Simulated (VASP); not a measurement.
# MoS2 (P-3m1) in VASP: notebook

Runs on MoS2. Level: PBEsol. Tasks: relaxation of shape and atoms at fixed volume, relaxation of cell and atoms.

All numbers are computed with VASP 6.6.1; they aren't measurements. Logs are shortened: lines on timing, memory, paths and dates and some standing lists are left out, and cuts for length are marked.

## 1. The cell of the first run

Symmetry: P-3m1, No. 164, trigonal system. The conventional cell has a = 3.109 Å, b = 3.109 Å, c = 6.063 Å, α = 90.00°, β = 90.00°, γ = 120.00°. Within 3.2 Å of Mo (site symmetry -3m) lie 6 S at 2.38 Å and 6 Mo at 3.11 Å. S (site symmetry 3m) has 3 Mo at 2.38 Å and 6 S at 3.11 Å within 3.2 Å.

## 2. Relaxation of shape and atoms at fixed volume, PBEsol (16.92 Å³/atom)

INCAR reads:

```
SYSTEM = MoS2
PREC = Accurate
ENCUT = 600
EDIFF = 1E-7
ISMEAR = 0
SIGMA = 0.1
LREAL = .FALSE.
LASPH = .TRUE.
NELM = 60
ALGO = Normal
ISIF = 4
LWAVE = .FALSE.
LCHARG = .FALSE.
GGA = PS
IBRION = 2
NSW = 50
EDIFFG = -0.01
```

KPOINTS reads:

```
Automatic mesh
0
G
  18 18 8
  0 0 0
```

POSCAR reads:

```
MoS2
1.0
    3.1094534010      0.0000000000      0.0000000000
   -1.5547267005      2.6928656371      0.0000000000
    0.0000000000      0.0000000000      6.0628418814
Mo S
1 2
Direct
    0.0000000000      0.0000000000      0.5000000000
    0.3333333333      0.6666666667      0.2410625331
    0.6666666667      0.3333333333      0.7589374669
```

Potentials or basis: VASP PAW PBE potentials, release 64 (Mo_sv, S).

The run is started by

```sh
$ cat potpaw_PBE.64/Mo_sv/POTCAR potpaw_PBE.64/S/POTCAR > POTCAR
$ mpirun -np 1 vasp_std > vasp.out
```

OUTCAR:

```text
SYSTEM = MoS2
   PREC = Accurate
   ENCUT = 600
   EDIFF = 1E-7
   ISMEAR = 0
   LREAL = .FALSE.
   LASPH = .TRUE.
   NELM = 60
   ISIF = 4
   GGA = PS
   IBRION = 2
   NSW = 50
   EDIFFG = -0.01

 ion  position               nearest neighbor table
   1  0.000  0.000  0.500-   2 2.38   3 2.38   2 2.38   3 2.38   3 2.38   2 2.38
   2  0.333  0.667  0.241-   1 2.38   1 2.38   1 2.38
   3  0.667  0.333  0.759-   1 2.38   1 2.38   1 2.38

  LATTYP: Found a hexagonal cell.
 ALAT       =     3.1094534010
 C/A-ratio  =     1.9498095323

  Lattice vectors:

 A1 = (   3.1094534010,   0.0000000000,   0.0000000000)
 A2 = (  -1.5547267005,   2.6928656371,   0.0000000000)
 A3 = (   0.0000000000,   0.0000000000,   6.0628418814)

Analysis of symmetry for initial positions (statically):
=====================================================================
 Subroutine PRICEL returns:
 Original cell was already a primitive cell.

 Routine SETGRP: Setting up the symmetry group for a
 hexagonal supercell.

 Subroutine GETGRP returns: Found 12 space group operations
 (whereof 12 operations were pure point group operations)
 out of a pool of 24 trial point group operations.

The static configuration has the point symmetry D_3d.

Analysis of symmetry for dynamics (positions and initial velocities):
=====================================================================
 Subroutine PRICEL returns:
 Original cell was already a primitive cell.

 Routine SETGRP: Setting up the symmetry group for a
 hexagonal supercell.

 Subroutine GETGRP returns: Found 12 space group operations
 (whereof 12 operations were pure point group operations)
 out of a pool of 24 trial point group operations.

The dynamic configuration has the point symmetry D_3d.

 Subroutine INISYM returns: Found 12 space group operations
 (whereof 12 operations are pure point group operations),
 and found     1 'primitive' translations

----------------------------------------------------------------------------------------

                                     Primitive cell

  volume of cell :      50.7662

  direct lattice vectors                    reciprocal lattice vectors
     3.109453401  0.000000000  0.000000000     0.321599931  0.185675807  0.000000000
    -1.554726701  2.692865637  0.000000000     0.000000000  0.371351614  0.000000000
     0.000000000  0.000000000  6.062841881     0.000000000  0.000000000  0.164939152

  length of vectors
     3.109453401  3.109453401  6.062841881     0.371351614  0.371351614  0.164939152

  position of ions in fractional coordinates (direct lattice)
     0.000000000  0.000000000  0.500000000
     0.333333333  0.666666667  0.241062533
     0.666666667  0.333333333  0.758937467

  ion indices of the primitive-cell ions
   primitive index   ion index
                 1           1
                 2           2
                 3           3

----------------------------------------------------------------------------------------

 KPOINTS: Automatic mesh

Automatic generation of k-mesh.
 Grid dimensions read from file:
 generate k-points for:   18   18    8

 Generating k-lattice:

  Cartesian coordinates                     Fractional coordinates (reciprocal lattice)
     0.017866663  0.010315323  0.000000000     0.055555556  0.000000000  0.000000000
     0.000000000  0.020630645  0.000000000     0.000000000  0.055555556  0.000000000
     0.000000000  0.000000000  0.020617394     0.000000000  0.000000000  0.125000000

  Length of vectors
     0.020630645  0.020630645  0.020617394

  Shift w.r.t. Gamma in fractional coordinates (k-lattice)
     0.000000000  0.000000000  0.000000000

 Subroutine IBZKPT returns following result:
 ===========================================

 Found    266 irreducible k-points:

 Following reciprocal coordinates:
            Coordinates               Weight
  0.000000  0.000000  0.000000      1.000000
  0.055556  0.000000  0.000000      6.000000
  0.111111  0.000000  0.000000      6.000000
  0.166667  0.000000  0.000000      6.000000
  0.222222  0.000000  0.000000      6.000000
  0.277778  0.000000  0.000000      6.000000
[... 16 lines left out ...]
  0.333333  0.111111  0.000000     12.000000
  0.388889  0.111111  0.000000     12.000000
 [... further k-points ...]
   k-points           NKPTS =    266   k-points in BZ     NKDIM =    266   number of bands    NBANDS=     17
   number of dos      NEDOS =    301   number of ions     NIONS =      3
   total plane-waves  NPLWV =  37632
   dimension x,y,z NGX =    28 NGY =   28 NGZ =   48
   dimension x,y,z NGXF=    56 NGYF=   56 NGZF=   96
   ions per type =               1   2
   NGX,Y,Z   is equivalent  to a cutoff of  14.97, 14.97, 13.16 a.u.
   NGXF,Y,Z  is equivalent  to a cutoff of  29.94, 29.94, 26.32 a.u.
 SYSTEM =  MoS2
   PREC   = accura    normal or accurate (medium, high low for compatibility)
   ISTART =      0    job   : 0-new  1-cont  2-samecut
   ICHARG =      2    charge: 1-file 2-atom 10-const
   ISPIN  =      1    spin polarized calculation?
   LNONCOLLINEAR =      F non collinear calculations
   LSORBIT =      F    spin-orbit coupling
   LASPH  =      T    aspherical Exc in radial PAW
   ENCUT  =  600.0 eV  44.10 Ry    6.64 a.u.   6.21  6.21 12.11*2*pi/ulx,y,z
   NELM   =     60;   NELMIN=  2; NELMDL= -5     # of ELM steps
   EDIFF  = 0.1E-06   stopping-criterion for ELM
   LREAL  =      F    real-space projection
   EDIFFG = -.1E-01   stopping-criterion for IOM
   NSW    =     50    number of steps for IOM
   IBRION =      2    ionic relax: 0-MD 1-quasi-New 2-CG
   NFREE  =      1    steps in history (QN), initial steepest desc. (CG)
   ISIF   =      4    stress and relaxation
   ISYM   =      2    0-nonsym 1-usesym 2-fastsym
   POTIM  = 0.5000    time-step for ionic-motion
   TEBEG  =    0.0;   TEEND  =   0.0 temperature during run
   PSTRESS=    0.0 pullay stress
   NELECT =      26.0000    total number of electrons
   NUPDOWN=      -1.0000    fix difference up-down
   EMIN   =  10.00;   EMAX   =-10.00  energy-range for DOS
   EFERMI =   0.00;   METHOD = LEGACY
   ISMEAR =     0;   SIGMA  =   0.10  broadening in eV -4-tet -1-fermi 0-gaus
   EFERMI_NEDOS =   21; number of points for ismear=-14 and -15
   IALGO  =     38    algorithm
   IMIX   =      4    mixing-type and parameters
     AMIX     =   0.40;   BMIX     =  1.00
     AMIX_MAG =   1.60;   BMIX_MAG =  1.00
  volume/ion in A,a.u.               =      16.92       114.20
  Fermi-wavevector in a.u.,A,eV,Ry     =   1.309808  2.475178 23.342112  1.715597
  Thomas-Fermi vector in A             =   2.440381
   LORBIT       =      0    0 simple, 1 ext, 2 COOP (PROOUT), +10 PAW based schemes
   GGA     = PS    functional components
   LHFCALC =     F    Hartree Fock is set to
   AEXX    =    0.0000 exact exchange contribution
   IVDW    =     0    specifies the selected vdW correction
   LEPSILON=     F    determine dielectric tensor
   LRPA    =     F    only Hartree local field effects (RPA)
 conjugate gradient relaxation of ions
 non-spin polarized calculation
 Gauss-broadening in eV      SIGMA  =   0.10
  energy-cutoff  :      600.00
  volume of cell :       50.77
 maximum number of plane-waves:      1729
 NGX is ok and might be reduce to    28
   NGX = 13   NGY = 13   NGZ = 25

--------------------------------------- Ionic step        1  -------------------------------------------

 number of electron      26.0000001 magnetization

 Free energy of the ion-electron system (eV)
  ---------------------------------------------------
  ext. energy  EPLUGINS =         0.00000000
  ---------------------------------------------------
  free energy    TOTEN  =       -22.59507412 eV

  energy without entropy =      -22.58850458  energy(sigma->0) =      -22.59178935

------------------------ aborting loop because EDIFF is reached ----------------------------------------

  FORCE on cell =-STRESS in cart. coord.  units (eV):
  Direction    XX          YY          ZZ          XY          YZ          ZX
  --------------------------------------------------------------------------------------
  -------------------------------------------------------------------------------------
  Total        1.4909357      1.4909357      1.7559982      0.0000000      0.0000000      0.0000000
  in kB       47.0537790     47.0537790     55.4191257      0.0000000      0.0000000      0.0000000
  external PRESSURE =      49.8422279 kB  Pullay stress =       0.0000000 kB
[... 244 lines left out ...]
  energy  without entropy=      -22.6082563988  energy(sigma->0) =      -22.61163351

--------------------------------------- Ionic step        8  -------------------------------------------

 number of electron      26.0000000 magnetization

 Free energy of the ion-electron system (eV)
  ---------------------------------------------------
  ext. energy  EPLUGINS =         0.00000000
  ---------------------------------------------------
  free energy    TOTEN  =       -22.61501815 eV

  energy without entropy =      -22.60826982  energy(sigma->0) =      -22.61164399

 E-fermi :   8.3602     XC(G=0): -11.3577

 val. band max:        8.3459920503   @ k =   0.0556   0.0000   0.5000
 cond. band min:       8.3646988872   @ k =  -0.1667   0.4444   0.3750
 fundamental gap:      0.0187068369
 Fermi energy:         8.3602097831

 k-point     1 :       0.0000    0.0000    0.0000
  band No.  band energies     occupation
      1     -53.2921      2.00000
      2     -27.4267      2.00000
      3     -27.2752      2.00000
      4     -27.2752      2.00000
      5      -6.9513      2.00000
      6      -5.1662      2.00000
[... 9 lines left out ...]
     16      11.4523      0.00000
     17      11.4523      0.00000
[... 443 lines left out ...]
      1     -53.2473      2.00000
      2     -27.6720      2.00000
      3     -27.4017      2.00000
      4     -27.3398      2.00000
      5      -4.9152      2.00000
      6      -4.4437      2.00000
[... 9 lines left out ...]
     16      11.4308      0.00000
     17      12.1718      0.00000

 [... further k-points ...]

------------------------ aborting loop because EDIFF is reached ----------------------------------------

  FORCE on cell =-STRESS in cart. coord.  units (eV):
  Direction    XX          YY          ZZ          XY          YZ          ZX
  --------------------------------------------------------------------------------------
  -------------------------------------------------------------------------------------
  Total        0.2751426      0.2751426      0.2753814      0.0000000      0.0000000     -0.0000000
  in kB        8.6834730      8.6834730      8.6910089      0.0000000      0.0000000     -0.0000000
  external PRESSURE =       8.6859849 kB  Pullay stress =       0.0000000 kB
[... 18 lines left out ...]
  FREE ENERGIE OF THE ION-ELECTRON SYSTEM (eV)
  ---------------------------------------------------
  free  energy   TOTEN  =       -22.6150181513 eV

  energy  without entropy=      -22.6082698192  energy(sigma->0) =      -22.61164399

 reached required accuracy - stopping structural energy minimisation
```

Wall time 31 min (1 thread of Intel Xeon 8259CL, shared host); peak memory 0.41 GiB.

Results:

```yaml
Free_energy: -22.6150 eV
Energy_gained_by_relaxing: 6.6 meV/atom
Ionic_steps: 8
Pressure_after_relaxing: 0.9 GPa
Band_gap_on_the_k_mesh: zero (bands 13 and 14 overlap by 1.15 eV)
```

Step by step:
```tsv
step	energy change (eV)	largest force (eV/Å)	pressure (GPa)	volume (Å³)
1	0.0000	0.5179	4.98	50.77
2	-0.0137	0.0436	2.25	50.77
3	-0.0138	0.0266	2.16	50.77
4	-0.0159	0.0258	1.92	50.77
5	-0.0196	0.0176	1.21	50.77
6	-0.0199	0.0128	0.94	50.77
7	-0.0199	0.0110	0.81	50.77
8	-0.0199	0.0004	0.87	50.77
```

Final structure:
```cif
data_structure
_symmetry_space_group_name_H-M 'P 1'
_symmetry_Int_Tables_number 1
_cell_length_a 3.1435
_cell_length_b 3.1435
_cell_length_c 5.9321
_cell_angle_alpha 90.000
_cell_angle_beta 90.000
_cell_angle_gamma 120.000
_cell_volume 50.77
loop_
_atom_site_label
_atom_site_type_symbol
_atom_site_fract_x
_atom_site_fract_y
_atom_site_fract_z
_atom_site_occupancy
Mo1 Mo 0.00000 0.00000 0.50000 1
S1 S 0.33333 0.66667 0.23364 1
S2 S 0.66667 0.33333 0.76636 1
```

Caveat: the PAW data sets were made with another functional, which shifts forces and pressure a little.

## 3. Relaxation of cell and atoms, PBEsol

This run uses another cell than the first one, of 17.45 Å³/atom.

INCAR reads:

```
  PREC = Accurate
  ENCUT = 600
  EDIFF = 1E-7
  ISMEAR = 0
  SIGMA = 0.1
  LREAL = False
  LASPH = True
  NELM = 60
  ALGO = Normal
  ISIF = 3
  LWAVE = False
  LCHARG = False
  GGA = PS
  IBRION = 2
  NSW = 100
  EDIFFG = -0.005
```

KPOINTS reads:

```
Automatic mesh
0
Gamma
  18 18 8
```

POSCAR reads:

```
MoS2
1.0
    3.1411847089      0.0000000000      0.0000000000
   -1.5705923545      2.7203457559      0.0000000000
    0.0000000000      0.0000000000      6.1247118881
Mo S
1 2
Direct
    0.0000000000      0.0000000000      0.5000000000
    0.3333333333      0.6666666667      0.2410625331
    0.6666666667      0.3333333333      0.7589374669
```

Potentials or basis: VASP PAW PBE potentials, release 64 (Mo_sv, S).

The run is started by

```sh
$ cat potpaw_PBE.64/Mo_sv/POTCAR potpaw_PBE.64/S/POTCAR > POTCAR
$ mpirun -np 1 vasp_std > vasp.out
```

OUTCAR:

```text
PREC = Accurate
   ENCUT = 600
   EDIFF = 1E-7
   ISMEAR = 0
   LREAL = False
   LASPH = True
   NELM = 60
   ISIF = 3
   GGA = PS
   IBRION = 2
   NSW = 100
   EDIFFG = -0.005

 ion  position               nearest neighbor table
   1  0.000  0.000  0.500-   2 2.41   3 2.41   3 2.41   2 2.41   3 2.41   2 2.41
   2  0.333  0.667  0.241-   1 2.41   1 2.41   1 2.41
   3  0.667  0.333  0.759-   1 2.41   1 2.41   1 2.41

  LATTYP: Found a hexagonal cell.
 ALAT       =     3.1411847089
 C/A-ratio  =     1.9498095323
[... 675 lines left out ...]

  FORCE on cell =-STRESS in cart. coord.  units (eV):
  Direction    XX          YY          ZZ          XY          YZ          ZX
  --------------------------------------------------------------------------------------
  -------------------------------------------------------------------------------------
  Total        0.0065511      0.0065511      0.0148729     -0.0000000      0.0000000      0.0000000
  in kB        0.2005486      0.2005486      0.4553052     -0.0000000      0.0000000      0.0000000
  external PRESSURE =       0.2854675 kB  Pullay stress =       0.0000000 kB

 VOLUME and BASIS-vectors are now :
 -----------------------------------------------------------------------------
  energy-cutoff  :      600.00
  volume of cell :       52.34
      direct lattice vectors                 reciprocal lattice vectors
     3.141184709  0.000000000  0.000000000     0.318351225  0.183800165  0.000000000
    -1.570592355  2.720345756  0.000000000     0.000000000  0.367600331  0.000000000
     0.000000000  0.000000000  6.124711888     0.000000000  0.000000000  0.163272986

 POSITION                                       TOTAL-FORCE (eV/Angst)
 -----------------------------------------------------------------------------------
      0.00000      0.00000      3.06236        -0.000000      0.000000     -0.000000
     -0.00000      1.81356      1.47644         0.000000     -0.000000     -0.003894
      1.57059      0.90678      4.64827        -0.000000      0.000000      0.003894
 -----------------------------------------------------------------------------------
    total drift:                                0.000000     -0.000000     -0.000000

  FREE ENERGIE OF THE ION-ELECTRON SYSTEM (eV)
  ---------------------------------------------------
  free  energy   TOTEN  =       -22.6196643310 eV

  energy  without entropy=      -22.6127163097  energy(sigma->0) =      -22.61619032

 reached required accuracy - stopping structural energy minimisation
```

Run time: 7.8 min. Hardware: 1 thread of Intel Xeon 8259CL, shared host; peak memory 0.41 GiB.

What came out:

- Free energy: -22.6197 eV
- Pressure after relaxing: 0.0 GPa
- Largest force after relaxing: 0.004 eV/Å
- Band gap on the k mesh: zero (bands 13 and 14 overlap by 1.03 eV)

Forces in eV/Å, atoms in the order of the input:
```
Mo   0.000  0.000  0.000
S    0.000  0.000 -0.004
S    0.000  0.000  0.004
```

Final structure:
```
CELL_PARAMETERS angstrom
3.14118 0.00000 0.00000
-1.57059 2.72035 0.00000
0.00000 0.00000 6.12471
ATOMIC_POSITIONS crystal
Mo 0.00000 0.00000 0.50000
S 0.33333 0.66667 0.24106
S 0.66667 0.33333 0.75894
```

Caveat: the relaxation stopped at its first step, so nothing moved; the PAW data sets were made with another functional, which shifts forces and pressure a little; this functional lacks dispersion, which binds layers or chains, so the pressure and a relaxed spacing across them are unreliable.
